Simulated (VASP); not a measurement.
# ZnS (R3m) in VASP: single point with HSE06

Aim: the single point of ZnS with HSE06.

Program: VASP 6.6.1. These are calculated values, not measurements. Logs are shortened: lines on timing, memory, paths and dates and some standing lists are left out, and cuts for length are marked.

## Step 1: The cell of the first run

It takes space group R3m (No. 160, trigonal). The conventional cell has a = 3.810 Å, b = 3.810 Å, c = 9.443 Å, α = 90.00°, β = 90.00°, γ = 120.00°. Within 3.1 Å of Zn (site symmetry 3m) lie 4 S at 2.34 to 2.35 Å. S (site symmetry 3m) has 4 Zn at 2.34 to 2.35 Å within 3.1 Å.

## Step 2: Single point, HSE06 (strain along [111] +1.2%)

POSCAR

```
ZnS
1.0
    0.0211934752      2.7152793095      2.7152793095
    2.7152793095      0.0211934752      2.7152793095
    2.7152793095      2.7152793095      0.0211934752
Zn S
1 1
Direct
    0.0006586669      0.0006586669      0.0006586669
    0.2493413331      0.2493413331      0.2493413331
```

INCAR.step1

```
PREC = Accurate ; ENCUT = 520
EDIFF = 1E-5 ; ISMEAR = 0
SIGMA = 0.01 ; LREAL = False
LASPH = True ; NELM = 80
ALGO = Normal ; ISIF = 2
LWAVE = True ; LCHARG = False
GGA = PE ; NBANDS = 16
```

INCAR.step2

```
PREC = Accurate ; ENCUT = 520
EDIFF = 1E-7 ; ISMEAR = 0
SIGMA = 0.01 ; LREAL = False
LASPH = True ; NELM = 80
ALGO = Normal ; ISIF = 2
LWAVE = False ; LCHARG = False
GGA = PE ; LHFCALC = True
HFSCREEN = 0.2079 ; PRECFOCK = Normal
ISTART = 1 ; NBANDS = 16
```

KPOINTS

```
regular mesh
0
Gamma
  6 6 6
```

Potentials or basis: VASP PAW PBE potentials, release 64 (Zn, S).

Started as:

```console
cat potpaw_PBE.64/Zn/POTCAR potpaw_PBE.64/S/POTCAR > POTCAR
cp INCAR.step1 INCAR
mpirun -np 1 vasp_std > vasp.out
cp INCAR.step2 INCAR
mpirun -np 1 vasp_std > vasp.out
```

OUTCAR:

```text
PREC = Accurate
   ENCUT = 520
   EDIFF = 1E-7
   ISMEAR = 0
   LREAL = False
   LASPH = True
   NELM = 80
   ISIF = 2
   GGA = PE
   LHFCALC = True
   HFSCREEN = 0.2079
   PRECFOCK = Normal
   ISTART = 1

 ion  position               nearest neighbor table
   1  0.001  0.001  0.001-   2 2.34   2 2.34   2 2.34   2 2.35
   2  0.249  0.249  0.249-   1 2.34   1 2.34   1 2.34   1 2.35

  LATTYP: Found a trigonal (rhomboedric) cell.
 ALAT       =     3.8400433097
 COS(alpha) =     0.5077897974

  Lattice vectors:

 A1 = (   0.0211934752,   2.7152793095,   2.7152793095)
 A2 = (   2.7152793095,   0.0211934752,   2.7152793095)
 A3 = (   2.7152793095,   2.7152793095,   0.0211934752)

Analysis of symmetry for initial positions (statically):
=====================================================================
 Subroutine PRICEL returns:
 Original cell was already a primitive cell.

 Routine SETGRP: Setting up the symmetry group for a
 trigonal (rhombohedral) supercell.

 Subroutine GETGRP returns: Found  6 space group operations
 (whereof  6 operations were pure point group operations)
 out of a pool of 12 trial point group operations.

The static configuration has the point symmetry C_3v.

Analysis of symmetry for dynamics (positions and initial velocities):
=====================================================================
 Subroutine PRICEL returns:
 Original cell was already a primitive cell.

 Routine SETGRP: Setting up the symmetry group for a
 trigonal (rhombohedral) supercell.

 Subroutine GETGRP returns: Found  6 space group operations
 (whereof  6 operations were pure point group operations)
 out of a pool of 12 trial point group operations.

The dynamic configuration has the point symmetry C_3v.

 Subroutine INISYM returns: Found  6 space group operations
 (whereof  6 operations are pure point group operations),
 and found     1 'primitive' translations

----------------------------------------------------------------------------------------

                                     Primitive cell

  volume of cell :      39.5694

  direct lattice vectors                    reciprocal lattice vectors
     0.021193475  2.715279310  2.715279310    -0.186313192  0.184870231  0.184870231
     2.715279310  0.021193475  2.715279310     0.184870231 -0.186313192  0.184870231
     2.715279310  2.715279310  0.021193475     0.184870231  0.184870231 -0.186313192

  length of vectors
     3.840043310  3.840043310  3.840043310     0.321039888  0.321039888  0.321039888

  position of ions in fractional coordinates (direct lattice)
     0.000658667  0.000658667  0.000658667
     0.249341333  0.249341333  0.249341333

  ion indices of the primitive-cell ions
   primitive index   ion index
                 1           1
                 2           2

----------------------------------------------------------------------------------------

 KPOINTS: regular mesh

Automatic generation of k-mesh.
 Grid dimensions read from file:
 generate k-points for:    6    6    6

 Generating k-lattice:

  Cartesian coordinates                     Fractional coordinates (reciprocal lattice)
    -0.031052199  0.030811705  0.030811705     0.166666667  0.000000000 -0.000000000
     0.030811705 -0.031052199  0.030811705     0.000000000  0.166666667 -0.000000000
     0.030811705  0.030811705 -0.031052199     0.000000000  0.000000000  0.166666667

  Length of vectors
     0.053506648  0.053506648  0.053506648

  Shift w.r.t. Gamma in fractional coordinates (k-lattice)
     0.000000000  0.000000000  0.000000000

 Subroutine IBZKPT returns following result:
 ===========================================

 Found     32 irreducible k-points:

 Following reciprocal coordinates:
            Coordinates               Weight
  0.000000  0.000000  0.000000      1.000000
  0.166667 -0.000000 -0.000000      6.000000
  0.333333 -0.000000 -0.000000      6.000000
  0.500000  0.000000  0.000000      3.000000
  0.166667  0.166667 -0.000000      6.000000
  0.333333  0.166667 -0.000000     12.000000
[... 16 lines left out ...]
  0.500000  0.500000  0.166667      6.000000
 -0.333333  0.500000  0.166667     12.000000
 [... further k-points ...]
   k-points           NKPTS =     32   k-points in BZ     NKDIM =    216   number of bands    NBANDS=     16
   number of dos      NEDOS =    301   number of ions     NIONS =      2
   total plane-waves  NPLWV =  27000
   dimension x,y,z NGX =    30 NGY =   30 NGZ =   30
   dimension x,y,z NGXF=    60 NGYF=   60 NGZF=   60
   ions per type =               1   1
   NGX,Y,Z   is equivalent  to a cutoff of  12.99, 12.99, 12.99 a.u.
   NGXF,Y,Z  is equivalent  to a cutoff of  25.98, 25.98, 25.98 a.u.
 SYSTEM =  unknown system
   PREC   = accura    normal or accurate (medium, high low for compatibility)
   ISTART =      1    job   : 0-new  1-cont  2-samecut
   ICHARG =      0    charge: 1-file 2-atom 10-const
   ISPIN  =      1    spin polarized calculation?
   LNONCOLLINEAR =      F non collinear calculations
   LSORBIT =      F    spin-orbit coupling
   LASPH  =      T    aspherical Exc in radial PAW
   ENCUT  =  520.0 eV  38.22 Ry    6.18 a.u.   7.14  7.14  7.14*2*pi/ulx,y,z
   NELM   =     80;   NELMIN=  2; NELMDL=  0     # of ELM steps
   EDIFF  = 0.1E-06   stopping-criterion for ELM
   LREAL  =      F    real-space projection
   EDIFFG = 0.1E-05   stopping-criterion for IOM
   NSW    =      0    number of steps for IOM
   IBRION =     -1    ionic relax: 0-MD 1-quasi-New 2-CG
   NFREE  =      0    steps in history (QN), initial steepest desc. (CG)
   ISIF   =      2    stress and relaxation
   ISYM   =      3    0-nonsym 1-usesym 2-fastsym
   POTIM  = 0.5000    time-step for ionic-motion
   TEBEG  =    0.0;   TEEND  =   0.0 temperature during run
   PSTRESS=    0.0 pullay stress
   NELECT =      18.0000    total number of electrons
   NUPDOWN=      -1.0000    fix difference up-down
   EMIN   =  10.00;   EMAX   =-10.00  energy-range for DOS
   EFERMI =   0.00;   METHOD = LEGACY
   ISMEAR =     0;   SIGMA  =   0.01  broadening in eV -4-tet -1-fermi 0-gaus
   EFERMI_NEDOS =   21; number of points for ismear=-14 and -15
   IALGO  =     38    algorithm
   IMIX   =      1    mixing-type and parameters
     AMIX     =   0.40;   BMIX     =  1.00
     AMIX_MAG =   1.60;   BMIX_MAG =  1.00
  volume/ion in A,a.u.               =      19.78       133.51
  Fermi-wavevector in a.u.,A,eV,Ry     =   1.259059  2.379276 21.568351  1.585229
  Thomas-Fermi vector in A             =   2.392637
   LORBIT       =      0    0 simple, 1 ext, 2 COOP (PROOUT), +10 PAW based schemes
   GGA     = PE    functional components
   LHFCALC =     T    Hartree Fock is set to
   PRECFOCK=normal    Normal, Fast or Accurate (Low or Medium for compatibility)
   ENCUT4O =  -1.0   cutoff for four orbital integrals eV
   NKREDX  =     1    reduce k-point grid by
   NKREDY  =     1    reduce k-point grid by
   NKREDZ  =     1    reduce k-point grid by
   AEXX    =    0.2500 exact exchange contribution
   HFSCREEN=    0.2079 screening length (either q_TF or 0.3 A-1)
   HFSCREENC=   0.2079 screening length for correlation (either q_TF or 0.3 A-1)
   ENCUTFOCK=  -1.0 apply spherical cutoff to Coloumb kernel
   IVDW    =     0    specifies the selected vdW correction
   LEPSILON=     F    determine dielectric tensor
   LRPA    =     F    only Hartree local field effects (RPA)
 non-spin polarized calculation
 Gauss-broadening in eV      SIGMA  =   0.01
  energy-cutoff  :      520.00
  volume of cell :       39.57
 maximum number of plane-waves:      1075
 NGX is ok and might be reduce to    30
  NGX = 24; NGY = 24; NGZ = 24

 number of electron      18.0000013 magnetization

 Free energy of the ion-electron system (eV)
  ---------------------------------------------------
  ext. energy  EPLUGINS =         0.00000000
  ---------------------------------------------------
  free energy    TOTEN  =        -8.37177956 eV

  energy without entropy =       -8.37177956  energy(sigma->0) =       -8.37177956

 E-fermi :   1.5053     XC(G=0):  -7.9612

 val. band max:        1.3791184359   @ k =   0.0000   0.0000   0.0000
 cond. band min:       4.6651416307   @ k =   0.0000   0.0000   0.0000
 fundamental gap:      3.2860231948
 Fermi energy:         1.5053144900

 k-point     1 :       0.0000    0.0000    0.0000
  band No.  band energies     occupation
      1     -12.9438      2.00000
      2      -6.4841      2.00000
      3      -6.4798      2.00000
      4      -6.4798      2.00000
      5      -6.0402      2.00000
      6      -6.0402      2.00000
[... 8 lines left out ...]
     15      14.5443      0.00000
     16      14.7234      0.00000

 k-point     2 :       0.1667   -0.0000   -0.0000
  band No.  band energies     occupation
      1     -12.7253      2.00000
      2      -6.4510      2.00000
      3      -6.4473      2.00000
      4      -6.4406      2.00000
      5      -6.0425      2.00000
      6      -6.0416      2.00000
[... 8 lines left out ...]
     15      13.6974      0.00000
     16      15.4185      0.00000

 k-point     3 :       0.3333   -0.0000   -0.0000
  band No.  band energies     occupation
      1     -12.2344      2.00000
      2      -6.3944      2.00000
      3      -6.3936      2.00000
      4      -6.2056      2.00000
      5      -6.0322      2.00000
      6      -6.0291      2.00000
[... 8 lines left out ...]
     15      14.4410      0.00000
     16      14.5250      0.00000

 k-point     4 :       0.5000    0.0000    0.0000
  band No.  band energies     occupation
      1     -11.9544      2.00000
      2      -6.3746      2.00000
      3      -6.3743      2.00000
      4      -6.0172      2.00000
      5      -6.0129      2.00000
      6      -5.8018      2.00000
[... 8 lines left out ...]
     15      16.2457      0.00000
     16      16.4674      0.00000
[... 324 lines left out ...]
 k-point    22 :      -0.1667    0.3333    0.1667
  band No.  band energies     occupation
      1     -11.8993      2.00000
      2      -6.3389      2.00000
      3      -6.3138      2.00000
      4      -6.1710      2.00000
      5      -6.0156      2.00000
      6      -5.9075      2.00000
[... 8 lines left out ...]
     15      17.0170      0.00000
     16      17.6514      0.00000

 k-point    23 :       0.5000    0.5000    0.1667
  band No.  band energies     occupation
      1     -11.7330      2.00000
      2      -6.3515      2.00000
      3      -6.2253      2.00000
      4      -6.1805      2.00000
      5      -5.9922      2.00000
      6      -5.7950      2.00000
[... 8 lines left out ...]
     15      16.5474      0.00000
     16      17.8217      0.00000

 k-point    24 :      -0.3333    0.5000    0.1667
  band No.  band energies     occupation
      1     -11.6326      2.00000
      2      -6.3261      2.00000
      3      -6.2298      2.00000
      4      -6.1283      2.00000
      5      -6.0155      2.00000
      6      -5.6404      2.00000
[... 8 lines left out ...]
     15      16.9333      0.00000
     16      17.7416      0.00000

 [... further k-points ...]

------------------------ aborting loop because EDIFF is reached ----------------------------------------

  FORCE on cell =-STRESS in cart. coord.  units (eV):
  Direction    XX          YY          ZZ          XY          YZ          ZX
  --------------------------------------------------------------------------------------
  -------------------------------------------------------------------------------------
  Total        0.1750023      0.1750023      0.1750023     -0.0959887     -0.0959887     -0.0959887
  in kB        7.0859056      7.0859056      7.0859056     -3.8866173     -3.8866173     -3.8866173
  external PRESSURE =       7.0859056 kB  Pullay stress =       0.0000000 kB

 VOLUME and BASIS-vectors are now :
 -----------------------------------------------------------------------------
  energy-cutoff  :      520.00
  volume of cell :       39.57
      direct lattice vectors                 reciprocal lattice vectors
     0.021193475  2.715279310  2.715279310    -0.186313192  0.184870231  0.184870231
     2.715279310  0.021193475  2.715279310     0.184870231 -0.186313192  0.184870231
     2.715279310  2.715279310  0.021193475     0.184870231  0.184870231 -0.186313192

 POSITION                                       TOTAL-FORCE (eV/Angst)
 -----------------------------------------------------------------------------------
      0.00359      0.00359      0.00359         0.001708      0.001708      0.001708
      1.35935      1.35935      1.35935        -0.001708     -0.001708     -0.001708
 -----------------------------------------------------------------------------------
    total drift:                               -0.000155     -0.000154     -0.000139

  FREE ENERGIE OF THE ION-ELECTRON SYSTEM (eV)
  ---------------------------------------------------
  free  energy   TOTEN  =        -8.3717795631 eV

  energy  without entropy=       -8.3717795631  energy(sigma->0) =       -8.37177956
```

It took 2.6 h on 1 thread of Oxide Virtual Turin-like, shared host; peak memory 0.27 GiB.

Results:

```
Free energy            : -8.3718 eV
Pressure               : 0.7 GPa
Band gap on the k mesh : 3.29 eV
```

Forces on the atoms (eV/Å):
```
Zn   0.002  0.002  0.002
S   -0.002 -0.002 -0.002
```

Caveat: the cell differs from its parent crystal (strain along [111] +1.2%); the PAW data sets were made with another functional, which shifts forces and pressure a little.
